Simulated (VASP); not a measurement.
SiC:

```
Si C
1.0
     3.07569    0.00000    0.00000
    -1.53785    2.66363    0.00000
     0.00000    0.00000   10.07065
Si C
4 4
Cartesian
  1.5378 0.8879 9.4447
  0.0000 1.7758 4.4094
  0.0000 0.0000 6.9275
  0.0000 0.0000 1.8922
  1.5378 0.8879 7.5510
  0.0000 1.7758 2.5157
  0.0000 0.0000 5.0400
  0.0000 0.0000 0.0046
```

```yaml
Program: VASP 6.6.1
Task: relaxation of cell and atoms
Functional: PBE
Potentials_or_basis: VASP PAW PBE potentials, release 64 (Si, C)
Cutoff: 600 eV
k_mesh: 10 × 10 × 3
Occupations: gaussian, width 0.01 eV
Spin: no spin polarisation
```

At the start: pressure 3.7 GPa; volume 10.31 Å³/atom.

Task: Where does the relaxation end?

Result: Over 9 steps the energy falls by 2.0 meV/atom and the volume is 10.49 Å³/atom (+1.7 %); space group P6_3mc (No. 186, to 0.05 Å).

Step by step:
| step | energy change (eV) | largest force (eV/Å) | pressure (GPa) | volume (Å³) |
| --- | --- | --- | --- | --- |
| 1 | 0.0000 | 0.0054 | 3.72 | 82.50 |
| 2 | 0.0009 | 0.0172 | -3.60 | 85.40 |
| 3 | -0.0161 | 0.0065 | 0.00 | 83.91 |
| 4 | -0.0161 | 0.0063 | 0.07 | 83.89 |
| 5 | -0.0161 | 0.0043 | 0.07 | 83.89 |
| 6 | -0.0161 | 0.0009 | 0.07 | 83.89 |
| 7 | -0.0161 | 0.0003 | 0.04 | 83.90 |
| 8 | -0.0161 | 0.0008 | -0.02 | 83.92 |
| 9 | -0.0161 | 0.0005 | -0.01 | 83.91 |

Final structure:
```xyz
8
Lattice="3.0933 0.0000 0.0000 -1.5466 2.6789 0.0000 0.0000 0.0000 10.1265" Properties=species:S:1:pos:R:3 pbc="T T T"
Si    1.5467    0.8930    9.4971
Si    0.0000    1.7859    4.4338
Si    0.0000    0.0000    6.9660
Si    0.0000    0.0000    1.9027
C     1.5467    0.8930    7.5929
C     0.0000    1.7859    2.5297
C     0.0000    0.0000    5.0678
C     0.0000    0.0000    0.0045
```
